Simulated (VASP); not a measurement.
A run of VASP 6.6.1 is set up as follows.

The input INCAR:

```
ALGO     = Normal         # electronic algorithm
EDIFF    = 1E-6           # SCF threshold, eV
EDIFFG   = -0.01          # ionic threshold
ENCUT    = 600            # plane-wave cutoff, eV
GGA      = PS             # functional
IBRION   = 2              # ionic algorithm
ISIF     = 3              # what is computed and relaxed
ISMEAR   = 0              # smearing method
LASPH    = True           # aspherical terms in the spheres
LCHARG   = False          # write CHGCAR
LREAL    = False          # projectors in reciprocal space
LWAVE    = False          # write WAVECAR
NELM     = 80             # most SCF steps
NSW      = 80             # ionic steps
PREC     = Accurate       # precision mode
PSTRESS  = 200.0        
SIGMA    = 0.01           # smearing width, eV
```

The input KPOINTS:

```
k-points
0
Gamma
  6 6 4
```

Contents of POSCAR:

```
AlN
1.0
    3.3121200000      0.0000000000      0.0000000000
   -1.6560600000      2.8683800604      0.0000000000
    0.0000000000      0.0000000000      4.1875600000
Al N
2 2
Direct
    0.3333333333      0.6666666667      0.7500000000
    0.6666666667      0.3333333333      0.2500000000
    0.3333333333      0.6666666667      0.2500000000
    0.6666666667      0.3333333333      0.7500000000
```

Potentials or basis: VASP PAW PBE potentials, release 64 (Al, N).

Run with:

```bash
$ cat potpaw_PBE.64/Al/POTCAR potpaw_PBE.64/N/POTCAR > POTCAR
$ mpirun -np 1 vasp_std > vasp.out
```

Problem. Estimate the band gap on the k mesh.

Solution. 3.94 eV, direct.

Problem. Predict the space group after relaxing (to 0.05 Å).

Solution. P6_3/mmc (No. 194).

Problem. Predict the relaxed volume.

Solution. 9.01 Å³/atom.

Problem. Estimate the relaxed cell.

Solution. a = 3.225 Å, b = 3.225 Å, c = 4.005 Å, α = 90.00°, β = 90.00°, γ = 120.00°.

The path:
```csv
step,energy change (eV),largest force (eV/Å),pressure (GPa),volume (Å³)
1,0.0000,0.0000,-3.72,39.78
2,1.2342,0.0000,65.50,31.89
3,0.1533,0.0000,19.21,36.21
4,0.1646,0.0000,19.94,36.12
5,0.1735,0.0000,20.52,36.05
6,0.1746,0.0000,20.64,35.99
7,0.1761,0.0000,20.69,35.98
8,0.1525,0.0000,19.15,36.16
9,0.1654,0.0000,20.01,36.06
```

Caveat: the cell is relaxed towards a set pressure, so the enthalpy falls and the energy may rise; the PAW data sets were made with another functional, which shifts forces and pressure a little. A k mesh can miss the band edges.
